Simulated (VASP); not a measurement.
Write the native input for VASP 6.6.1 that does the following.

```yaml
Task: single point
Functional: PBE
Potentials_or_basis: VASP PAW PBE potentials, release 64 (Ca_sv, Ge_d)
Cutoff: 520 eV
k_mesh: 10 × 10 × 10
Occupations: gaussian, width 0.1 eV
Spin: no spin polarisation
Dipole_correction: no
Further_INCAR_settings: ALGO = Normal; EDIFF = 1e-06; NBANDS = 41
```

The structure of CaGe4 lies in POSCAR:

```
CaGe4
1.0
   -3.4664986727      3.4664986727      2.5679495726
    3.4664986727     -3.4664986727      2.5679495726
    3.4664986727      3.4664986727     -2.5679495726
Ca Ge
1 4
Direct
    0.0000000000      0.0000000000      0.0000000000
    0.6911317194      0.6911317194      0.3822634387
    0.3088682806      0.3088682806      0.6177365613
    0.3088682806      0.6911317194      0.0000000000
    0.6911317194      0.3088682806      0.0000000000
```

The cell was generated, and may not be a known phase.

The input as run:

INCAR

```
PREC = Accurate
ENCUT = 520
EDIFF = 1E-6
ISMEAR = 0
SIGMA = 0.1
LREAL = False
LASPH = True
NELM = 100
ALGO = Normal
ISIF = 2
LWAVE = False
LCHARG = False
GGA = PE
NBANDS = 41
```

KPOINTS

```
Automatic mesh
0
Gamma
  10 10 10
```

Potentials or basis: VASP PAW PBE potentials, release 64 (Ca_sv, Ge_d).

Run with:

```bash
$ cat potpaw_PBE.64/Ca_sv/POTCAR potpaw_PBE.64/Ge_d/POTCAR > POTCAR
$ mpirun -np 1 vasp_std > vasp.out
```

Results of the run:

- Pressure: 0.1 GPa
- Band gap on the k mesh: zero (bands 33 and 34 overlap by 1.35 eV)

It took 14 min on 1 thread of Intel(R) Xeon(R) Platinum 8488C (Sapphire Rapids) (shared host), peak memory 0.53 GiB.
